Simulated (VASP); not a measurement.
Runs of VASP 6.6.1 on Li2S. The structure is that of space group Fm-3m (No. 225), or close to it. The cells are those of the table. 

```csv
level,cell,gap on the mesh (eV),pressure (GPa)
BLYP,"a = 4.048 Å, angles 60.0°, 3 atoms",3.64,0.8
revPBE+D3(BJ),"a = 4.036 Å, angles 60.0°, 3 atoms",3.51,(a)
PBEsol,"a = 4.026 Å, angles 60.0°, 3 atoms",3.22,(c)
revPBE+D3(BJ),"a = 3.996 Å, angles 60.0°, 3 atoms",3.49,(b)
BLYP,"a = 4.046 Å, angles 60.0°, 3 atoms",3.64,0.8
PBEsol,"a = 4.036 Å, angles 60.0°, 3 atoms",3.22,-1.2
BLYP,"a = 4.036 Å, angles 60.0°, 3 atoms",3.64,1.1
PBEsol+D3(BJ),"a = 4.036 Å, angles 60.0°, 3 atoms",3.22,-3.5
```

Alike in all rows: task single point; potentials or basis VASP PAW PBE potentials, release 64 (Li_sv, S); no spin polarisation; k mesh 8 × 8 × 8; cutoff (eV) 750; smearing gaussian 0.05 eV.

Question: Fill in the values left out.

Answer: (a) -4.6; (b) -3.6; (c) -0.9.

Caveats: the PAW data sets were made with another functional, which shifts forces and pressure a little; the cell stands under tension (at least some runs).

A k mesh can miss the band edges.
